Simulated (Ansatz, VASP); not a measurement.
One calculation of ZnS, two programs

INCAR

```
PREC = Accurate ; ENCUT = 520
EDIFF = 1E-6 ; ISMEAR = -1
SIGMA = 0.05 ; LREAL = False
LASPH = True ; NELM = 60
ALGO = Normal ; ISIF = 2
LWAVE = False ; LCHARG = False
GGA = PE ; NBANDS = 66
```

File KPOINTS:

```
Automatic mesh
0
Gamma
  8 8 2
```

File POSCAR:

```
ZnS
1.0
    3.7864153365      0.0000000000      0.0000000000
   -1.8932076683      3.2791318707      0.0000000000
    0.0000000000      0.0000000000     18.5645500459
Zn S
6 6
Direct
    0.3333333333      0.6666666667      0.8333300000
    0.6666666667      0.3333333333      0.3333300000
    0.6666666667      0.3333333333      0.6666700000
    0.3333333333      0.6666666667      0.1666700000
    0.0000000000      0.0000000000      0.5000000000
    0.0000000000      0.0000000000      0.0000000000
    0.3333333333      0.6666666667      0.9583300000
    0.6666666667      0.3333333333      0.4583300000
    0.6666666667      0.3333333333      0.7916700000
    0.3333333333      0.6666666667      0.2916700000
    0.0000000000      0.0000000000      0.6250000000
    0.0000000000      0.0000000000      0.1250000000
```

The input input.yaml:

```yaml
crystal:
  lattice:
    - [3.7864153365, 0.0, 0.0]
    - [-1.8932076683, 3.2791318707, 0.0]
    - [0.0, 0.0, 18.5645500459]
  atoms:
    - { symbol: Zn, position: [0.3333333333, 0.6666666667, 0.83333] }
    - { symbol: Zn, position: [0.6666666667, 0.3333333333, 0.33333] }
    - { symbol: Zn, position: [0.6666666667, 0.3333333333, 0.66667] }
    - { symbol: Zn, position: [0.3333333333, 0.6666666667, 0.16667] }
    - { symbol: Zn, position: [0.0, 0.0, 0.5] }
    - { symbol: Zn, position: [0.0, 0.0, 0.0] }
    - { symbol: S, position: [0.3333333333, 0.6666666667, 0.95833] }
    - { symbol: S, position: [0.6666666667, 0.3333333333, 0.45833] }
    - { symbol: S, position: [0.6666666667, 0.3333333333, 0.79167] }
    - { symbol: S, position: [0.3333333333, 0.6666666667, 0.29167] }
    - { symbol: S, position: [0.0, 0.0, 0.625] }
    - { symbol: S, position: [0.0, 0.0, 0.125] }
hamiltonian:
  xc: pbe
  pseudopotentials: { kind: paw, partial_waves: polarizable }
kpoints:
  mp_grid: { grid: [8, 8, 2] }
scf:
  occupations: { method: fermi_dirac, width: 0.05 }
output:
  forces: true
  stress: true
  eigenvalues: true
```

Alike in both runs: task single point; functional PBE; k mesh 8 × 8 × 2; occupations fermi-dirac, width 0.05 eV; no spin polarisation.

|  | VASP | Ansatz |
| --- | --- | --- |
| version | VASP 6.6.1 | Ansatz 0.2.0 |
| potentials or method | VASP PAW PBE potentials, release 64 (Zn, S) | Ansatz PAW polarizable |
| plane-wave cutoff (eV) | 520 | 420 |
| valence electrons in the cell | 108 | 108 |

|  | VASP | Ansatz | Ansatz less VASP |
| --- | --- | --- | --- |
| gap on the k mesh at the Fermi level (eV) | 2.26 | 2.25 | -0.007 |
| least direct gap on the mesh (eV) | 2.26 | 2.25 | -0.007 |
| pressure (GPa) | 3.9 | 3.8 | -0.14 |
| rms of the force components (eV/Å) | 0.011 | 0.011 | -0.0002 |

Atom by atom the forces differ by 0.001 eV/Å (rms over components). With one functional, cell and mesh, what is left measures potentials, basis and numerics.
